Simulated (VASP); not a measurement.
# ZnGe2 (P4_2/mnm) in VASP: notebook

The runs below take ZnGe2 through single point, relaxation of cell and atoms, with PBE.

All numbers are computed with VASP 6.6.1; they aren't measurements. Logs are shortened: lines on timing, memory, paths and dates and some standing lists are left out, and cuts for length are marked.

**1. The cell of the first run**

It takes space group P4_2/mnm (No. 136, tetragonal). Conventional cell: a = 5.469 Å, b = 5.469 Å, c = 3.523 Å, α = 90.00°, β = 90.00°, γ = 90.00°. Zn (site symmetry mmm) has 6 Ge at 2.31 to 2.37 Å within 3.1 Å. Ge (site symmetry m2m) has 3 Zn at 2.31 to 2.37 Å and 1 Ge at 3.00 Å within 3.1 Å.

**2. Single point, PBE**

Input file INCAR:

```
SYSTEM = ZnGe2
PREC = Accurate
ENCUT = 520
EDIFF = 1E-6
ISMEAR = 0
SIGMA = 0.1
LREAL = .FALSE.
LASPH = .TRUE.
NELM = 80
ALGO = Normal
ISIF = 2
LWAVE = .FALSE.
LCHARG = .FALSE.
GGA = PE
NBANDS = 49
```

Input file KPOINTS:

```
regular mesh
0
G
  4 4 6
  0 0 0
```

Input file POSCAR:

```
ZnGe2
1.0
    5.4689907499      0.0000000000      0.0000000000
    0.0000000000      5.4689907499      0.0000000000
    0.0000000000      0.0000000000      3.5225824181
Zn Ge
2 4
Direct
    0.0000000000      0.0000000000      0.0000000000
    0.5000000000      0.5000000000      0.5000000000
    0.3060000000      0.3060000000      0.0000000000
    0.1940000000      0.8060000000      0.5000000000
    0.6940000000      0.6940000000      0.0000000000
    0.8060000000      0.1940000000      0.5000000000
```

Potentials or basis: VASP PAW PBE potentials, release 64 (Zn, Ge_d).

Started as:

```bash
cat potpaw_PBE.64/Zn/POTCAR potpaw_PBE.64/Ge_d/POTCAR > POTCAR
mpirun -np 1 vasp_std > vasp.out
```

OUTCAR:

```text
SYSTEM = ZnGe2
   PREC = Accurate
   ENCUT = 520
   EDIFF = 1E-6
   ISMEAR = 0
   LREAL = .FALSE.
   LASPH = .TRUE.
   NELM = 80
   ISIF = 2
   GGA = PE

 ion  position               nearest neighbor table
   1  0.000  0.000  0.000-   4 2.31   6 2.31   4 2.31   6 2.31   5 2.37   3 2.37
   2  0.500  0.500  0.500-   3 2.31   5 2.31   3 2.31   5 2.31   4 2.37   6 2.37
   3  0.306  0.306  0.000-   2 2.31   2 2.31   1 2.37
   4  0.194  0.806  0.500-   1 2.31   1 2.31   2 2.37
   5  0.694  0.694  0.000-   2 2.31   2 2.31   1 2.37
   6  0.806  0.194  0.500-   1 2.31   1 2.31   2 2.37

  LATTYP: Found a simple tetragonal cell.
 ALAT       =     5.4689907499
 C/A-ratio  =     0.6441010013

  Lattice vectors:

 A1 = (   5.4689907499,   0.0000000000,   0.0000000000)
 A2 = (   0.0000000000,   5.4689907499,   0.0000000000)
 A3 = (   0.0000000000,   0.0000000000,   3.5225824181)

Analysis of symmetry for initial positions (statically):
=====================================================================
 Subroutine PRICEL returns:
 Original cell was already a primitive cell.

 Routine SETGRP: Setting up the symmetry group for a
 simple tetragonal supercell.

 Subroutine GETGRP returns: Found 16 space group operations
 (whereof  8 operations were pure point group operations)
 out of a pool of 16 trial point group operations.

The static configuration has the point symmetry D_2h.
 The point group associated with its full space group is D_4h.

Analysis of symmetry for dynamics (positions and initial velocities):
=====================================================================
 Subroutine PRICEL returns:
 Original cell was already a primitive cell.

 Routine SETGRP: Setting up the symmetry group for a
 simple tetragonal supercell.

 Subroutine GETGRP returns: Found 16 space group operations
 (whereof  8 operations were pure point group operations)
 out of a pool of 16 trial point group operations.

The dynamic configuration has the point symmetry D_2h.
 The point group associated with its full space group is D_4h.

 Subroutine INISYM returns: Found 16 space group operations
 (whereof  8 operations are pure point group operations),
 and found     1 'primitive' translations

----------------------------------------------------------------------------------------

                                     Primitive cell

  volume of cell :     105.3599

  direct lattice vectors                    reciprocal lattice vectors
     5.468990750  0.000000000  0.000000000     0.182849093  0.000000000  0.000000000
     0.000000000  5.468990750  0.000000000     0.000000000  0.182849093  0.000000000
[... 99 lines left out ...]
   ISYM   =      2    0-nonsym 1-usesym 2-fastsym
   POTIM  = 0.5000    time-step for ionic-motion
   TEBEG  =    0.0;   TEEND  =   0.0 temperature during run
   PSTRESS=    0.0 pullay stress
   NELECT =      80.0000    total number of electrons
   NUPDOWN=      -1.0000    fix difference up-down
   EMIN   =  10.00;   EMAX   =-10.00  energy-range for DOS
   EFERMI =   0.00;   METHOD = LEGACY
   ISMEAR =     0;   SIGMA  =   0.10  broadening in eV -4-tet -1-fermi 0-gaus
   EFERMI_NEDOS =   21; number of points for ismear=-14 and -15
   IALGO  =     38    algorithm
   IMIX   =      4    mixing-type and parameters
     AMIX     =   0.40;   BMIX     =  1.00
     AMIX_MAG =   1.60;   BMIX_MAG =  1.00
  volume/ion in A,a.u.               =      17.56       118.50
  Fermi-wavevector in a.u.,A,eV,Ry     =   1.493527  2.822356 30.349453  2.230622
  Thomas-Fermi vector in A             =   2.605916
   LORBIT       =      0    0 simple, 1 ext, 2 COOP (PROOUT), +10 PAW based schemes
   GGA     = PE    functional components
   LHFCALC =     F    Hartree Fock is set to
   AEXX    =    0.0000 exact exchange contribution
   IVDW    =     0    specifies the selected vdW correction
   LEPSILON=     F    determine dielectric tensor
   LRPA    =     F    only Hartree local field effects (RPA)
 non-spin polarized calculation
 Gauss-broadening in eV      SIGMA  =   0.10
  energy-cutoff  :      520.00
  volume of cell :      105.36
 maximum number of plane-waves:      2876
 NGX is ok and might be reduce to    42
   NGX = 21   NGY = 21   NGZ = 13

 number of electron      79.9999936 magnetization

 Free energy of the ion-electron system (eV)
  ---------------------------------------------------
  ext. energy  EPLUGINS =         0.00000000
  ---------------------------------------------------
  free energy    TOTEN  =       -15.65830088 eV

  energy without entropy =      -15.64794070  energy(sigma->0) =      -15.65312079

 E-fermi :   5.6247     XC(G=0): -11.1857

 val. band max:        5.5780998510   @ k =   0.5000   0.2500   0.0000
 cond. band min:       5.6556609532   @ k =   0.5000   0.2500   0.0000
 fundamental gap:      0.0775611022
 Fermi energy:         5.6247228672

 k-point     1 :       0.0000    0.0000    0.0000
  band No.  band energies     occupation
      1     -19.2465      2.00000
      2     -19.2273      2.00000
      3     -19.2126      2.00000
      4     -19.2033      2.00000
      5     -19.2033      2.00000
      6     -19.1995      2.00000
[... 1237 lines left out ...]
     48      10.9232      0.00000
     49      12.5605      0.00000

------------------------ aborting loop because EDIFF is reached ----------------------------------------

  FORCE on cell =-STRESS in cart. coord.  units (eV):
  Direction    XX          YY          ZZ          XY          YZ          ZX
  --------------------------------------------------------------------------------------
  -------------------------------------------------------------------------------------
  Total       11.0023051     11.0023051     21.0690380      0.0000000      0.0000000      0.0000000
  in kB      167.3087780    167.3087780    320.3905865      0.0000000      0.0000000      0.0000000
  external PRESSURE =     218.3360475 kB  Pullay stress =       0.0000000 kB

 VOLUME and BASIS-vectors are now :
 -----------------------------------------------------------------------------
  energy-cutoff  :      520.00
  volume of cell :      105.36
      direct lattice vectors                 reciprocal lattice vectors
     5.468990750  0.000000000  0.000000000     0.182849093  0.000000000  0.000000000
     0.000000000  5.468990750  0.000000000     0.000000000  0.182849093  0.000000000
     0.000000000  0.000000000  3.522582418     0.000000000  0.000000000  0.283882641

 POSITION                                       TOTAL-FORCE (eV/Angst)
 -----------------------------------------------------------------------------------
      0.00000      0.00000      0.00000         0.000000      0.000000      0.000000
      2.73450      2.73450      1.76129         0.000000      0.000000      0.000000
      1.67351      1.67351      0.00000        -0.918865     -0.918865     -0.000000
      1.06098      4.40801      1.76129         0.918865     -0.918865      0.000000
      3.79548      3.79548      0.00000         0.918865      0.918865      0.000000
      4.40801      1.06098      1.76129        -0.918865      0.918865      0.000000
 -----------------------------------------------------------------------------------
    total drift:                                0.000000     -0.000000      0.000000

  FREE ENERGIE OF THE ION-ELECTRON SYSTEM (eV)
  ---------------------------------------------------
  free  energy   TOTEN  =       -15.6583008777 eV

  energy  without entropy=      -15.6479407032  energy(sigma->0) =      -15.65312079
```

OSZICAR:

```text
N       E                     dE             d eps       ncg     rms          rms(c)
DAV:   1     0.806670556448E+03    0.80667E+03   -0.37532E+04  2808   0.440E+03
DAV:   2     0.141428889253E+03   -0.66524E+03   -0.64136E+03  2352   0.987E+02
DAV:   3    -0.608828880501E+01   -0.14752E+03   -0.14379E+03  2506   0.250E+02
DAV:   4    -0.161692448324E+02   -0.10081E+02   -0.99857E+01  2631   0.733E+01
DAV:   5    -0.164063321017E+02   -0.23709E+00   -0.23669E+00  2522   0.128E+01    0.956E+00
DAV:   6    -0.157657807144E+02    0.64055E+00   -0.35439E+00  2839   0.285E+01    0.692E+00
DAV:   7    -0.156796518549E+02    0.86129E-01   -0.46824E-01  2665   0.922E+00    0.327E+00
DAV:   8    -0.156591410141E+02    0.20511E-01   -0.10816E-01  3284   0.232E+00    0.343E-01
DAV:   9    -0.156587912675E+02    0.34975E-03   -0.11922E-02  2624   0.116E+00    0.226E-01
DAV:  10    -0.156582684155E+02    0.52285E-03   -0.30501E-03  3222   0.550E-01    0.909E-02
DAV:  11    -0.156583027442E+02   -0.34329E-04   -0.61452E-04  2565   0.184E-01    0.252E-02
DAV:  12    -0.156583013171E+02    0.14271E-05   -0.10067E-04  2621   0.889E-02    0.138E-02
DAV:  13    -0.156583008777E+02    0.43947E-06   -0.90343E-06  2451   0.381E-02
   1 F= -.15658301E+02 E0= -.15653121E+02  d E =-.103602E-01
```

stdout:

```text
POSCAR found type information on POSCAR ZnGe
 POSCAR found :  2 types and       6 ions
 scaLAPACK will be used
 LDA part: xc-table for (Slater+PW92), standard interpolation
 POSCAR, INCAR and KPOINTS ok, starting setup
 FFT: planning ... GRIDC
 FFT: planning ... GRID_SOFT
 FFT: planning ... GRID
 WAVECAR not read
 entering main loop
```

Run time: 50 s. Hardware: 1 thread of Intel Xeon 6975P-C (Granite Rapids), shared host; peak memory 0.26 GiB.

What came out:

```
Free energy            : -15.6583 eV
Pressure               : 21.8 GPa
Largest force          : 1.299 eV/Å
Band gap on the k mesh : zero (band 40 reaches 6.98 eV, above the bottom of band 41 at 4.81 eV)
```

Forces in eV/Å, atoms in the order of the input:
```
Zn   0.000  0.000  0.000
Zn   0.000  0.000  0.000
Ge  -0.919 -0.919  0.000
Ge   0.919 -0.919  0.000
Ge   0.919  0.919  0.000
Ge  -0.919  0.919  0.000
```

Caveat: forces of over 1 eV/Å act on the atoms, so gaps and moduli don't describe the material at rest.

[end of part 1 of 2]
